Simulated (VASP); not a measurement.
# Si6HC7 in VASP: a series of runs

The runs below take Si6HC7 through single point, with PBE+D3(BJ).

Program: VASP 6.6.1. These are calculated values, not measurements. Logs are shortened: lines on timing, memory, paths and dates and some standing lists are left out, and cuts for length are marked.

### Step 1. The cell of the first run

The cell holds a slab with vacuum, 28 atoms: a = 6.150 Å, b = 6.150 Å, c = 23.649 Å, α = 90.00°, β = 90.00°, γ = 120.00°.

### Step 2. Single point, PBE+D3(BJ)

INCAR reads:

```
PREC = Accurate
ENCUT = 520
EDIFF = 1E-7
ISMEAR = 0
SIGMA = 0.05
LREAL = Auto
LASPH = True
NELM = 60
ALGO = Normal
ISIF = 2
LWAVE = False
LCHARG = True
LDIPOL = True
IDIPOL = 3
DIPOL = 0.5 0.5 0.488
GGA = PE
IVDW = 12
LELF = True
LVHAR = True
LVACPOTAV = True
NBANDS = 73
```

KPOINTS reads:

```
Automatic mesh
0
Gamma
  3 3 1
```

POSCAR reads:

```
Si6HC7
1.0
    6.1499993378      0.0000000000      0.0000000000
   -3.0749996689      5.3260556598      0.0000000000
    0.0000000000      0.0000000000     23.6491351110
C Si H
14 12 2
Direct
    0.5000000000      0.0000000000      0.3382787558
    0.5000000000      0.5000000000      0.3382787558
    0.0000000000      0.0000000000      0.3382787558
    0.0000000000      0.5000000000      0.3382787558
    0.6666666667      0.8333333333      0.4444444444
    0.6666666667      0.3333333333      0.4444444444
    0.1666666667      0.8333333333      0.4444444444
    0.1666666667      0.3333333333      0.4444444444
    0.8453305165      0.6727508598      0.5589506664
    0.8315862663      0.1658696720      0.5475583445
    0.3327344291      0.6662736782      0.5517451462
    0.3327516707      0.1666478794      0.5517514631
    0.0276336726      0.1532065707      0.6533787940
    0.0275433570      0.3744404969      0.6533429720
    0.1666666667      0.8333333333      0.3648201779
    0.1666666667      0.3333333333      0.3648201779
    0.6666666667      0.8333333333      0.3648201779
    0.6666666667      0.3333333333      0.3648201779
    0.3344123504      0.6671372578      0.4688698800
    0.3344061143      0.1672990757      0.4688874679
    0.8344424821      0.6672194609      0.4704556060
    0.8320172987      0.1660181738      0.4684170350
    0.5039140731      0.5020528114      0.5654987270
    0.5008998449      0.0005311443      0.5735975115
    0.0011291380      0.4859865056      0.5797002531
    0.0011467017      0.0153296020      0.5797086985
    0.0669763964      0.0831081107      0.6923860156
    0.0668942732      0.4841746866      0.6923029118
```

Potentials or basis: VASP PAW PBE potentials, release 64 (C, Si, H).

On the command line:

```
$ cat potpaw_PBE.64/C/POTCAR potpaw_PBE.64/Si/POTCAR potpaw_PBE.64/H/POTCAR > POTCAR
$ mpirun -np 1 vasp_std > vasp.out
```

OUTCAR:

```text
PREC = Accurate
   ENCUT = 520
   EDIFF = 1E-7
   ISMEAR = 0
   LREAL = Auto
   LASPH = True
   NELM = 60
   ISIF = 2
   GGA = PE
   IVDW = 12
 IVDW          = 12

 ion  position               nearest neighbor table
   1  0.500  0.000  0.338-  15 1.88  18 1.88  17 1.88
   2  0.500  0.500  0.338-  16 1.88  17 1.88  18 1.88
   3  0.000  0.000  0.338-  17 1.88  16 1.88  15 1.88
   4  0.000  0.500  0.338-  18 1.88  15 1.88  16 1.88
   5  0.667  0.833  0.444-  22 1.86  19 1.86  21 1.88  17 1.88
   6  0.667  0.333  0.444-  22 1.86  20 1.86  21 1.88  18 1.88
   7  0.167  0.833  0.444-  19 1.87  20 1.87  21 1.87  15 1.88
   8  0.167  0.333  0.444-  20 1.87  19 1.87  22 1.87  16 1.88
   9  0.845  0.673  0.559-  23 1.82  25 1.89  26 1.89  21 2.09
  10  0.832  0.166  0.548-  24 1.87  25 1.87  26 1.87  22 1.87
  11  0.333  0.666  0.552-  23 1.82  24 1.85  25 1.89  19 1.96
  12  0.333  0.167  0.552-  23 1.82  24 1.85  26 1.89  20 1.96
  13  0.028  0.153  0.653-  27 1.10  14 1.36  26 1.91
  14  0.028  0.374  0.653-  28 1.10  13 1.36  25 1.91
  15  0.167  0.833  0.365-   1 1.88   4 1.88   7 1.88   3 1.88  19 3.04  20 3.04  21 3.06  17 3.07
                            17 3.07  16 3.07  16 3.07  18 3.07  18 3.07
  16  0.167  0.333  0.365-   2 1.88   3 1.88   8 1.88   4 1.88  22 3.03  19 3.04  20 3.04  18 3.07
                            18 3.07  17 3.07  15 3.07  15 3.07  17 3.07
  17  0.667  0.833  0.365-   3 1.88   2 1.88   5 1.88   1 1.88  22 3.02  19 3.03  21 3.07  15 3.07
                            15 3.07  16 3.07  18 3.07  18 3.07  16 3.07
  18  0.667  0.333  0.365-   4 1.88   1 1.88   6 1.88   2 1.88  22 3.02  20 3.03  21 3.07  16 3.07
                            16 3.07  15 3.07  17 3.07  17 3.07  15 3.07
  19  0.334  0.667  0.469-   5 1.86   8 1.87   7 1.87  11 1.96  23 2.90  17 3.03  16 3.04  15 3.04
                            24 3.05  22 3.06  20 3.07  21 3.08  21 3.08  20 3.08  22 3.09
  20  0.334  0.167  0.469-   6 1.86   8 1.87   7 1.87  12 1.96  23 2.90  18 3.03  16 3.04  15 3.04
                            24 3.05  22 3.06  19 3.07  21 3.08  21 3.08  19 3.08  22 3.09
  21  0.834  0.667  0.470-   7 1.87   6 1.88   5 1.88   9 2.09  23 2.86  15 3.06  18 3.07  17 3.07
                            20 3.08  19 3.08  19 3.08  22 3.08  20 3.08  22 3.08
  22  0.832  0.166  0.468-   6 1.86   5 1.86   8 1.87  10 1.87  18 3.02  17 3.02  16 3.03  24 3.05
                            19 3.06  20 3.06  21 3.08  21 3.08  20 3.09  19 3.09  26 3.14  25 3.14
  23  0.504  0.502  0.565-  12 1.82  11 1.82   9 1.82  21 2.86  19 2.90  20 2.90  26 3.06  25 3.06
                            24 3.08  24 3.08  25 3.13  26 3.13
  24  0.501  0.001  0.574-  12 1.85  11 1.85  10 1.87  25 3.04  26 3.04  20 3.05  19 3.05  22 3.05
                            23 3.08  23 3.08  26 3.12  25 3.12
  25  0.001  0.486  0.580-  10 1.87  11 1.89   9 1.89  14 1.91  26 2.89  24 3.04  23 3.06  24 3.12
                            23 3.13  22 3.14
  26  0.001  0.015  0.580-  10 1.87  12 1.89   9 1.89  13 1.91  25 2.89  24 3.04  23 3.06  24 3.12
                            23 3.13  22 3.14
  27  0.067  0.083  0.692-  13 1.10
  28  0.067  0.484  0.692-  14 1.10

  LATTYP: Found a hexagonal cell.
 ALAT       =     6.1499993378
 C/A-ratio  =     3.8453882370

  Lattice vectors:

 A1 = (   6.1499993378,   0.0000000000,   0.0000000000)
 A2 = (  -3.0749996689,   5.3260556598,   0.0000000000)
 A3 = (   0.0000000000,   0.0000000000,  23.6491351110)

Analysis of symmetry for initial positions (statically):
=====================================================================
 Subroutine PRICEL returns:
 Original cell was already a primitive cell.

 Routine SETGRP: Setting up the symmetry group for a
 hexagonal supercell.

 Subroutine GETGRP returns: Found  1 space group operations
 (whereof  1 operations were pure point group operations)
 out of a pool of 24 trial point group operations.

The static configuration has the point symmetry C_1 .

Analysis of symmetry for dynamics (positions and initial velocities):
=====================================================================
 Subroutine PRICEL returns:
 Original cell was already a primitive cell.

 Routine SETGRP: Setting up the symmetry group for a
 hexagonal supercell.

 Subroutine GETGRP returns: Found  1 space group operations
 (whereof  1 operations were pure point group operations)
 out of a pool of 24 trial point group operations.

The dynamic configuration has the point symmetry C_1 .

 Subroutine INISYM returns: Found  1 space group operations
 (whereof  1 operations are pure point group operations),
 and found     1 'primitive' translations

----------------------------------------------------------------------------------------

                                     Primitive cell

  volume of cell :     774.6331

[... 85 lines left out ...]
     0.062585402  0.062585402  0.042284844

  Shift w.r.t. Gamma in fractional coordinates (k-lattice)
     0.000000000  0.000000000  0.000000000

 Subroutine IBZKPT returns following result:
 ===========================================

 Found      5 irreducible k-points:

 Following reciprocal coordinates:
            Coordinates               Weight
  0.000000  0.000000  0.000000      1.000000
  0.333333  0.000000  0.000000      2.000000
  0.000000  0.333333  0.000000      2.000000
 -0.333333  0.333333  0.000000      2.000000
  0.333333  0.333333  0.000000      2.000000
   k-points           NKPTS =      5   k-points in BZ     NKDIM =      5   number of bands    NBANDS=     73
   number of dos      NEDOS =    301   number of ions     NIONS =     28
   total plane-waves  NPLWV = 414720
   dimension x,y,z NGX =    48 NGY =   48 NGZ =  180
   dimension x,y,z NGXF=    96 NGYF=   96 NGZF=  360
   ions per type =              14  12   2
   NGX,Y,Z   is equivalent  to a cutoff of  12.98, 12.98, 12.65 a.u.
   NGXF,Y,Z  is equivalent  to a cutoff of  25.95, 25.95, 25.31 a.u.
 SYSTEM =  unknown system
   PREC   = accura    normal or accurate (medium, high low for compatibility)
   ISTART =      0    job   : 0-new  1-cont  2-samecut
   ICHARG =      2    charge: 1-file 2-atom 10-const
   ISPIN  =      1    spin polarized calculation?
   LNONCOLLINEAR =      F non collinear calculations
   LSORBIT =      F    spin-orbit coupling
   LASPH  =      T    aspherical Exc in radial PAW
   ENCUT  =  520.0 eV  38.22 Ry    6.18 a.u.  11.43 11.43 43.97*2*pi/ulx,y,z
   NELM   =     60;   NELMIN=  2; NELMDL= -5     # of ELM steps
   EDIFF  = 0.1E-06   stopping-criterion for ELM
   LREAL  =      T    real-space projection
   EDIFFG = 0.1E-05   stopping-criterion for IOM
   NSW    =      0    number of steps for IOM
   IBRION =     -1    ionic relax: 0-MD 1-quasi-New 2-CG
   NFREE  =      0    steps in history (QN), initial steepest desc. (CG)
   ISIF   =      2    stress and relaxation
   ISYM   =      2    0-nonsym 1-usesym 2-fastsym
   POTIM  = 0.5000    time-step for ionic-motion
   TEBEG  =    0.0;   TEEND  =   0.0 temperature during run
   PSTRESS=    0.0 pullay stress
   NELECT =     106.0000    total number of electrons
   NUPDOWN=      -1.0000    fix difference up-down
   EMIN   =  10.00;   EMAX   =-10.00  energy-range for DOS
   EFERMI =   0.00;   METHOD = LEGACY
   ISMEAR =     0;   SIGMA  =   0.05  broadening in eV -4-tet -1-fermi 0-gaus
   EFERMI_NEDOS =   21; number of points for ismear=-14 and -15
   IALGO  =     38    algorithm
   IMIX   =      4    mixing-type and parameters
     AMIX     =   0.40;   BMIX     =  1.00
     AMIX_MAG =   1.60;   BMIX_MAG =  1.00
  volume/ion in A,a.u.               =      27.67       186.70
  Fermi-wavevector in a.u.,A,eV,Ry     =   0.843616  1.594203  9.683101  0.711688
  Thomas-Fermi vector in A             =   1.958512
   LORBIT       =      0    0 simple, 1 ext, 2 COOP (PROOUT), +10 PAW based schemes
   GGA     = PE    functional components
   LHFCALC =     F    Hartree Fock is set to
   AEXX    =    0.0000 exact exchange contribution
   IVDW    =    12    specifies the selected vdW correction
   LEPSILON=     F    determine dielectric tensor
   LRPA    =     F    only Hartree local field effects (RPA)
 non-spin polarized calculation
 Gauss-broadening in eV      SIGMA  =   0.05
  energy-cutoff  :      520.00
  volume of cell :      774.63
 maximum number of plane-waves:     20907
 NGX is ok and might be reduce to    48
   NGX = 23   NGY = 23   NGZ = 87

 dipolmoment           0.000000      0.000000      0.025123 electrons x Angstroem

 number of electron     105.9999997 magnetization

 dipolmoment           0.000000      0.000000     -0.631677 electrons x Angstroem

 Free energy of the ion-electron system (eV)
  ---------------------------------------------------
  ext. energy  EPLUGINS =         0.00000000
  ---------------------------------------------------
  free energy    TOTEN  =      -191.79493319 eV

  energy without entropy =     -191.75225696  energy(sigma->0) =     -191.77359508

 E-fermi :  -0.1734     XC(G=0):  -4.7042

 val. band max:       -0.1835758124   @ k =   0.0000   0.0000   0.0000
 cond. band min:      -0.1733394657   @ k =  -0.3333   0.3333   0.0000
 fundamental gap:      0.0102363467
 Fermi energy:        -0.1734481418

 k-point     1 :       0.0000    0.0000    0.0000
  band No.  band energies     occupation
      1     -16.7123      2.00000
      2     -15.7938      2.00000
      3     -14.8937      2.00000
      4     -13.4220      2.00000
      5     -13.2989      2.00000
      6     -13.2101      2.00000
[... 329 lines left out ...]
     64       3.9194      0.00000
     65       4.0722      0.00000
 [bands above 65 left out]

------------------------ aborting loop because EDIFF is reached ----------------------------------------

 Edisp (eV)   -5.96897

 E8    (eV) :    -2.2933

  FORCE on cell =-STRESS in cart. coord.  units (eV):
  Direction    XX          YY          ZZ          XY          YZ          ZX
  --------------------------------------------------------------------------------------
  -------------------------------------------------------------------------------------
  Total      -0.54492    -1.52926     2.02661     0.84761     0.09993     0.18041
  in kB      -1.12706    -3.16297     4.19164     1.75313     0.20668     0.37314
  external pressure =       -0.03 kB  Pullay stress =        0.00 kB

 VOLUME and BASIS-vectors are now :
 -----------------------------------------------------------------------------
  energy-cutoff  :      520.00
  volume of cell :      774.63
      direct lattice vectors                 reciprocal lattice vectors
     6.149999338  0.000000000  0.000000000     0.162601644  0.093878103  0.000000000
    -3.074999669  5.326055660  0.000000000     0.000000000  0.187756205  0.000000000
     0.000000000  0.000000000 23.649135111     0.000000000  0.000000000  0.042284844

 POSITION                                       TOTAL-FORCE (eV/Angst)
 -----------------------------------------------------------------------------------
      3.07500      0.00000      8.00000        -0.090997     -0.052521      2.252549
      1.53750      2.66303      8.00000        -0.008333     -0.004724      2.113977
      0.00000      0.00000      8.00000         0.078537     -0.038897      2.176720
     -1.53750      2.66303      8.00000         0.005655      0.087656      2.176764
      1.53750      4.43838     10.51073         0.193548     -0.159309      1.031962
      3.07500      1.77535     10.51073        -0.043977      0.247157      1.032815
[... 20 lines left out ...]
      0.15635      0.44264     16.37433         0.007229     -0.007200      0.016686
     -1.07744      2.57874     16.37237        -0.000964      0.007014      0.022229
 -----------------------------------------------------------------------------------
    total drift:                               -0.018607     -0.011605      0.054843

  FREE ENERGIE OF THE ION-ELECTRON SYSTEM (eV)
  ---------------------------------------------------
  free  energy   TOTEN  =      -197.7639025606 eV

  energy  without entropy=     -197.7212263386  energy(sigma->0) =     -197.74256445

 vacuum level on the upper side and lower side of the slab         3.046         6.536
```

Run time: 24 min. Hardware: 1 thread of Intel Xeon 8259CL, shared host; peak memory 0.89 GiB.

Results:

```
Free energy                : -197.7639 eV
Largest force              : 3.346 eV/Å
Band gap on the k mesh     : zero (bands 53 and 54 overlap by 0.02 eV)
Dispersion energy per atom : -0.213 eV
```

Forces on the atoms (eV/Å):
```
C   -0.091 -0.053  2.253
C   -0.008 -0.005  2.114
C    0.079 -0.039  2.177
C    0.006  0.088  2.177
C    0.194 -0.159  1.032
C   -0.044  0.247  1.033
C   -0.045 -0.023  1.193
C   -0.030 -0.017  0.726
C   -0.007 -0.004  0.008
C   -0.008 -0.006 -0.006
C    0.000 -0.012 -0.005
C   -0.010  0.005 -0.005
C    0.028 -0.063 -0.013
C   -0.040  0.065 -0.004
Si  -0.017 -0.010 -3.212
Si  -0.009 -0.006 -3.346
Si   0.008 -0.051 -3.052
Si  -0.041  0.032 -3.051
Si   0.005 -0.001 -0.006
Si   0.004  0.004 -0.011
Si   0.005  0.004 -0.012
Si   0.000 -0.001  0.001
Si  -0.015 -0.009 -0.006
Si   0.009  0.005 -0.004
Si   0.021 -0.013 -0.012
Si   0.001  0.020 -0.007
H    0.007 -0.007  0.017
H   -0.001  0.007  0.022
```

Levels at points of the mesh, in eV from the Fermi level:
| k point | band 49 | band 50 | band 51 | band 52 | band 53 | band 54 | band 55 | band 56 | band 57 | band 58 |
| --- | --- | --- | --- | --- | --- | --- | --- | --- | --- | --- |
| (0.00, 0.00, 0.00) | -0.85 | -0.33 | -0.08 | -0.08 | -0.01 | 0.07 | 0.07 | 0.26 | 0.93 | 1.39 |

Caveat: the k points lie up to 0.39 Å⁻¹ apart.

### Step 3. Single point, PBE+D3(BJ)

INCAR reads:

```
SYSTEM = Si6HC7
  PREC = Accurate
  ENCUT = 520
  EDIFF = 1E-7
  ISMEAR = 0
  SIGMA = 0.05
  LREAL = Auto
  LASPH = .True.
  NELM = 80
  ALGO = Normal
  ISIF = 2
  LWAVE = .False.
  LCHARG = .True.
  LDIPOL = .True.
  IDIPOL = 3
  DIPOL = 0.5 0.5 0.488
  GGA = PE
  IVDW = 12
  LELF = .True.
  LVHAR = .True.
  LVACPOTAV = .True.
  NBANDS = 73
```

KPOINTS reads:

```
regular mesh
0
Gamma
  3 3 1
  0 0 0
```

POSCAR is that of step 2.

Potentials or basis: VASP PAW PBE potentials, release 64 (C, Si, H).

On the command line:

```
$ cat potpaw_PBE.64/C/POTCAR potpaw_PBE.64/Si/POTCAR potpaw_PBE.64/H/POTCAR > POTCAR
$ mpirun -np 1 vasp_std > vasp.out
```

Run time: 22 min. Hardware: 1 thread of Intel Xeon 8259CL, shared host; peak memory 0.89 GiB.

The run converged. Its results:

* Free energy: -197.7639 eV
* Largest force: 3.346 eV/Å
* Band gap on the k mesh: zero (bands 53 and 54 overlap by 0.02 eV)
* Dispersion energy per atom: -0.213 eV

Forces in eV/Å, atoms in the order of the input:
```
C   -0.091 -0.053  2.253
C   -0.008 -0.005  2.114
C    0.079 -0.039  2.177
C    0.006  0.088  2.177
C    0.194 -0.159  1.032
C   -0.044  0.247  1.033
C   -0.045 -0.023  1.193
C   -0.030 -0.017  0.726
C   -0.007 -0.004  0.008
C   -0.008 -0.006 -0.006
C    0.000 -0.012 -0.005
C   -0.010  0.005 -0.005
C    0.028 -0.063 -0.013
C   -0.040  0.065 -0.004
Si  -0.017 -0.010 -3.212
Si  -0.009 -0.006 -3.346
Si   0.008 -0.051 -3.052
Si  -0.041  0.032 -3.051
Si   0.005 -0.001 -0.006
Si   0.004  0.004 -0.011
Si   0.005  0.004 -0.012
Si   0.000 -0.001  0.001
Si  -0.015 -0.009 -0.006
Si   0.009  0.005 -0.004
Si   0.021 -0.013 -0.012
Si   0.001  0.020 -0.007
H    0.007 -0.007  0.017
H   -0.001  0.007  0.022
```

Levels at points of the mesh, in eV from the Fermi level:
```
           k point  band 49  band 50  band 51  band 52  band 53  band 54  band 55  band 56  band 57  band 58
(0.00, 0.00, 0.00)    -0.85    -0.33    -0.08    -0.08    -0.01     0.07     0.07     0.26     0.93     1.39
```

Caveat: the k points lie up to 0.39 Å⁻¹ apart.

### Step 4. Single point, PBE+D3(BJ)

This run uses another cell than the first one.

INCAR reads:

```
PREC = Accurate ; ENCUT = 520
EDIFF = 1E-6 ; ISMEAR = 0
SIGMA = 0.05 ; LREAL = Auto
LASPH = T ; NELM = 100
ALGO = Normal ; ISIF = 2
LWAVE = F ; LCHARG = F
LDIPOL = T ; IDIPOL = 3
DIPOL = 0.5 0.5 0.475 ; GGA = PE
IVDW = 12 ; NBANDS = 73
```

KPOINTS reads:

```
regular mesh
0
Gamma
  3 3 1
```

POSCAR reads:

```
Si6HC7
1.0
    6.1499993378      0.0000000000      0.0000000000
   -3.0749996689      5.3260556598      0.0000000000
    0.0000000000      0.0000000000     24.2969351110
C Si H
14 12 2
Direct
    0.5000000000      0.0000000000      0.3292596356
    0.5000000000      0.5000000000      0.3292596356
    0.0000000000      0.0000000000      0.3292596356
    0.0000000000      0.5000000000      0.3292596356
    0.6666666667      0.8333333333      0.4325947560
    0.6666666667      0.3333333333      0.4325947560
    0.1666666667      0.8333333333      0.4325947560
    0.1666666667      0.3333333333      0.4325947560
    0.8314695651      0.6657312191      0.5329870497
    0.8451673721      0.1725804059      0.5441516273
    0.3326585678      0.6665710814      0.5370347218
    0.3326598489      0.1660805532      0.5370349402
    1.0273549542      0.8743575189      0.6360225576
    1.0273728093      0.6530276848      0.6360217138
    0.1666666667      0.8333333333      0.3550934157
    0.1666666667      0.3333333333      0.3550934157
    0.6666666667      0.8333333333      0.3550934157
    0.6666666667      0.3333333333      0.3550934157
    0.3344062905      0.6673107027      0.4563407756
    0.3344064039      0.1670940167      0.4563406859
    0.8320194045      0.6660092613      0.4559334737
    0.8345139016      0.1672549822      0.4578918389
    0.5007411733      0.5003644351      0.5582557408
    0.5037156689      0.0018528676      0.5504820352
    0.0012039556      0.5153447895      0.5642842293
    0.0012034466     -0.0141458995      0.5642823471
    1.0662283276      0.9834200147      0.6740348262
    1.0662773783      0.5828558986      0.6740326671
```

On the command line:

```
$ cat potpaw_PBE.64/C/POTCAR potpaw_PBE.64/Si/POTCAR potpaw_PBE.64/H/POTCAR > POTCAR
$ mpirun -np 1 vasp_std > vasp.out
```

Wall time 19 min (1 thread of Intel Xeon 8259CL, shared host); peak memory 0.94 GiB.

The run converged. Its results:

```yaml
Free_energy: -197.7635 eV
Largest_force: 3.347 eV/Å
Band_gap_on_the_k_mesh: zero (bands 53 and 54 overlap by 0.02 eV)
Dispersion_energy_per_atom: -0.213 eV
```

Forces on the atoms (eV/Å):
```
C   -0.009 -0.005  2.097
C   -0.092 -0.053  2.235
C    0.005  0.087  2.159
C    0.078 -0.039  2.159
C   -0.040  0.249  1.043
C    0.195 -0.159  1.043
C   -0.034 -0.020  0.733
C   -0.042 -0.024  1.201
C   -0.001  0.000 -0.023
C    0.000  0.000 -0.001
C    0.000 -0.001 -0.012
C   -0.001  0.000 -0.012
C   -0.032  0.048 -0.014
C    0.026 -0.052 -0.014
Si  -0.011 -0.006 -3.347
Si  -0.018 -0.010 -3.215
Si  -0.041  0.032 -3.052
Si   0.007 -0.051 -3.052
Si   0.004  0.002  0.010
Si   0.004  0.002  0.010
Si  -0.002 -0.001  0.008
Si  -0.005 -0.002  0.007
Si   0.010  0.007  0.001
Si   0.005  0.003 -0.006
Si  -0.008  0.000  0.003
Si  -0.004 -0.006  0.004
H   -0.006  0.015  0.017
H    0.010 -0.013  0.017
```

Levels at points of the mesh, in eV from the Fermi level:
```tsv
k point	band 49	band 50	band 51	band 52	band 53	band 54	band 55	band 56	band 57	band 58
(0.00, 0.00, 0.00)	-0.85	-0.33	-0.08	-0.08	-0.01	0.07	0.07	0.26	0.93	1.39
```

Caveat: the k points lie up to 0.39 Å⁻¹ apart.
